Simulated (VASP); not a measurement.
Input of a VASP 6.6.1 run:

File INCAR:

```
SYSTEM = MgSn2N2
ALGO = Normal ; EDIFF = 1E-7
ENCUT = 520 ; GGA = PE
ISIF = 2 ; ISMEAR = 0
LASPH = .TRUE. ; LCHARG = .TRUE.
LELF = .TRUE. ; LREAL = .FALSE.
LVHAR = .TRUE. ; LWAVE = .FALSE.
NBANDS = 28 ; NELM = 80
PREC = Accurate ; SIGMA = 0.1
```

Contents of KPOINTS:

```
k-points
0
G
  6 6 2
  0 0 0
```

The input POSCAR:

```
MgSn2N2
1.0
    3.4811931980      0.0000000000      0.0000000000
   -1.7405965990      3.0148017450      0.0000000000
    0.0000000000      0.0000000000      9.1466591189
Mg Sn N
1 2 2
Direct
    0.3333333333      0.6666666667      0.9552612114
    0.3333333333      0.6666666667      0.2885558186
    0.6666666667      0.3333333333      0.6359253408
    0.3333333333      0.6666666667      0.7150245687
    0.6666666667      0.3333333333      0.4052330605
```

Potentials or basis: VASP PAW PBE potentials, release 64 (Mg, Sn_d, N).

Run with:

```console
$ cat potpaw_PBE.64/Mg/POTCAR potpaw_PBE.64/Sn_d/POTCAR potpaw_PBE.64/N/POTCAR > POTCAR
$ mpirun -np 1 vasp_std > vasp.out
```

(1) Predict the largest force.

(2) Predict the pressure.

## Answers

(1) 0.035 eV/Å.

(2) -0.1 GPa.
